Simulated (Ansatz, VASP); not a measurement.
# Ta in VASP and in Ansatz

INCAR

```
PREC     = Accurate       # precision mode
ENCUT    = 520            # plane-wave cutoff, eV
EDIFF    = 1E-6           # SCF threshold, eV
ISMEAR   = 0              # smearing method
SIGMA    = 0.15           # smearing width, eV
LREAL    = False          # projectors in reciprocal space
LASPH    = True           # aspherical terms in the spheres
NELM     = 100            # most SCF steps
ALGO     = Fast           # electronic algorithm
ISIF     = 2              # what is computed and relaxed
LWAVE    = False          # write WAVECAR
LCHARG   = False          # write CHGCAR
GGA      = PS             # functional
NBANDS   = 12             # bands
```

Contents of KPOINTS:

```
Automatic mesh
0
Gamma
  22 22 22
```

POSCAR

```
Ta
1.0
   -1.6010617289      1.6010617289      1.8591528796
    1.6010617289     -1.6010617289      1.8591528796
    1.6010617289      1.6010617289     -1.8591528796
Ta
1
Direct
    0.0000000000      0.0000000000      0.0000000000
```

Input for Ansatz:

```yaml
crystal:
  lattice:
    - [-1.6010617289, 1.6010617289, 1.8591528796]
    - [1.6010617289, -1.6010617289, 1.8591528796]
    - [1.6010617289, 1.6010617289, -1.8591528796]
  atoms:
    - { symbol: Ta, position: [0.0, 0.0, 0.0] }
basis:
  ecutwfc: 420
kpoints:
  mp_grid: { grid: [22, 22, 22] }
hamiltonian:
  xc: pbesol
  pseudopotentials: { kind: paw, azcp: { folder: soft_1 } }
scf:
  occupations: { method: gaussian, width: 0.15 }
output:
  forces: true
  stress: true
  eigenvalues: true
```

Alike in both runs: task single point; functional PBEsol; k mesh 22 × 22 × 22; occupations gaussian, width 0.15 eV; no spin polarisation.

|  | VASP | Ansatz |
| --- | --- | --- |
| version | VASP 6.6.1 | Ansatz 0.2.0 |
| potentials or method | VASP PAW PBE potentials, release 64 (Ta_pv), cutoff 520 eV | scalar-relativistic, plane waves, PAW |
| valence electrons in the cell | 11 | 13 |

```csv
,VASP,Ansatz,Ansatz less VASP
gap on the k mesh at the Fermi level (eV),none,none,-
pressure (GPa),-12.0,-12.1,-0.06
"traceless stress, the component that is largest in VASP (GPa)",-7.67,-7.65,+0.016
```

VASP's potentials were made for PBE, not for PBEsol, and Ansatz warns of the same on its side. A gap of «none» marks a metal or a gap that the smearing closes. The functional is the same, so the differences come from potentials, cutoffs and numerics. VASP's potentials hold 11 valence electrons a cell and Ansatz's 13, so a difference there can come from the potentials and not from the codes.

Neither program's run includes spin-orbit coupling.
